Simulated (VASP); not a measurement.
**BeS: relaxation of cell and atoms with PBEsol**

The system is BeS.

```xyz
2
Lattice="0.0000 2.4190 2.4190 2.4190 0.0000 2.4190 2.4190 2.4190 0.0000" Properties=species:S:1:pos:R:3 pbc="T T T"
Be    0.0000    0.0000    0.0000
S     3.6284    3.6284    3.6284
```

```
Program                : VASP 6.6.1
Task                   : relaxation of cell and atoms
Functional             : PBEsol
Potentials or basis    : VASP PAW PBE potentials, release 64 (Be, S)
Cutoff                 : 600 eV
k mesh                 : 8 × 8 × 8
Occupations            : gaussian, width 0.01 eV
Spin                   : no spin polarisation
Target pressure        : 7 GPa
Dipole correction      : no
Further INCAR settings : ALGO = Normal; EDIFF = 1e-06; IBRION = 2; EDIFFG = -0.002; NSW = 100; ISIF = 3
```

The relaxed volume is 13.30 Å³/atom. The relaxed cell is a = 3.351 Å, b = 3.351 Å, c = 3.351 Å, α = 60.00°, β = 60.00°, γ = 60.00°. The space group after relaxing (to 0.05 Å) is F-43m (No. 216), the energy change on relaxing (the enthalpy is what falls) is +18.3 meV/atom and the ionic steps are 3. The pressure after relaxing is 7.0 GPa. The band gap on the k mesh is 2.76 eV, indirect (least direct gap 5.57 eV).

Step by step:
| step | energy change (eV) | largest force (eV/Å) | pressure (GPa) | volume (Å³) |
| --- | --- | --- | --- | --- |
| 1 | 0.0000 | 0.0000 | 0.19 | 28.31 |
| 2 | 0.0736 | 0.0000 | 10.36 | 25.92 |
| 3 | 0.0366 | 0.0000 | 7.00 | 26.60 |

Final structure:
```
CELL_PARAMETERS angstrom
0.00000 2.36935 2.36935
2.36935 0.00000 2.36935
2.36935 2.36935 0.00000
ATOMIC_POSITIONS crystal
Be 0.00000 0.00000 0.00000
S 0.75000 0.75000 0.75000
```

Levels at points of the mesh, in eV from the valence-band top:
```csv
k point,band 1,band 2,band 3,band 4,band 5,band 6,band 7,band 8
"(0.00, 0.00, 0.00)",-14.21,0.00,0.00,0.00,5.57,5.57,5.57,6.30
"(0.50, 0.00, 0.00)",-12.37,-6.33,-1.14,-1.14,5.63,6.45,6.45,11.29
"(0.50, 0.50, 0.00)",-11.76,-5.44,-2.93,-2.93,2.76,4.74,13.31,13.31
```

Wall time 12 s on 1 thread of AMD EPYC 9R45 96-Core Processor (Zen 5) (shared host), peak memory 0.12 GiB.

Caveat: the cell is relaxed towards a set pressure, so the enthalpy falls and the energy may rise; the PAW data sets were made with another functional, which shifts forces and pressure a little. A k mesh can miss the band edges.
